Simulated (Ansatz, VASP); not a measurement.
**Two plane-wave programs on Ti**

File INCAR:

```
ALGO = Normal
DIPOL = 0.5 0.5 0.500
EDIFF = 1E-6
ENCUT = 520
GGA = PE
IDIPOL = 3
ISIF = 2
ISMEAR = -1
LASPH = True
LCHARG = False
LDIPOL = True
LREAL = False
LWAVE = False
NBANDS = 51
NELM = 100
PREC = Accurate
SIGMA = 0.05
```

File KPOINTS:

```
k-points
0
Gamma
  8 8 1
```

POSCAR

```
Ti
1.0
    3.2820000000      0.0000000000      0.0000000000
    0.0000000000      3.2820000000      0.0000000000
    0.0000000000      0.0000000000     24.8460000000
Ti
7
Direct
    0.5000000000      0.5000000000      0.3018594542
    0.0000000000      0.0000000000      0.3679063028
    0.5000000000      0.5000000000      0.4339531514
    0.0000000000      0.0000000000      0.5000000000
    0.5000000000      0.5000000000      0.5660468486
    0.0000000000      0.0000000000      0.6320936972
    0.5000000000      0.5000000000      0.6981405458
```

Contents of input.yaml:

```yaml
crystal:
  lattice:
    - [3.282, 0.0, 0.0]
    - [0.0, 3.282, 0.0]
    - [0.0, 0.0, 24.846]
  atoms:
    - { symbol: Ti, position: [0.5, 0.5, 0.3018594542] }
    - { symbol: Ti, position: [0.0, 0.0, 0.3679063028] }
    - { symbol: Ti, position: [0.5, 0.5, 0.4339531514] }
    - { symbol: Ti, position: [0.0, 0.0, 0.5] }
    - { symbol: Ti, position: [0.5, 0.5, 0.5660468486] }
    - { symbol: Ti, position: [0.0, 0.0, 0.6320936972] }
    - { symbol: Ti, position: [0.5, 0.5, 0.6981405458] }
hamiltonian:
  xc: pbe
  pseudopotentials: { kind: paw }
kpoints:
  mp_grid: { grid: [8, 8, 1] }
scf:
  occupations: { method: fermi_dirac, width: 0.05 }
output:
  forces: true
  eigenvalues: true
  write_density: true
  write_potential: true
  elf: true
  volumetric_format: npy
efield:
  axis: 3
  dipole_correction: true
  ramp_width: 0.04
```

Alike in both runs: task single point; functional PBE; k mesh 8 × 8 × 1; occupations fermi-dirac, width 0.05 eV; no spin polarisation.

|  | VASP | Ansatz |
| --- | --- | --- |
| version | VASP 6.6.1 | Ansatz 0.2.0 |
| potentials or method | VASP PAW PBE potentials, release 64 (Ti_sv) | Ansatz PAW |
| plane-wave cutoff (eV) | 520 | 420 |
| valence electrons in the cell | 84 | 84 |

|  | VASP | Ansatz | Ansatz less VASP |
| --- | --- | --- | --- |
| gap on the k mesh at the Fermi level (eV) | none | none | - |
| rms of the force components (eV/Å) | 0.224 | 0.222 | -0.0021 |

Atom by atom the forces differ by 0.003 eV/Å (rms over components). A gap of «none» marks a metal or a gap that the smearing closes. With one functional, cell and mesh, what is left measures potentials, basis and numerics.
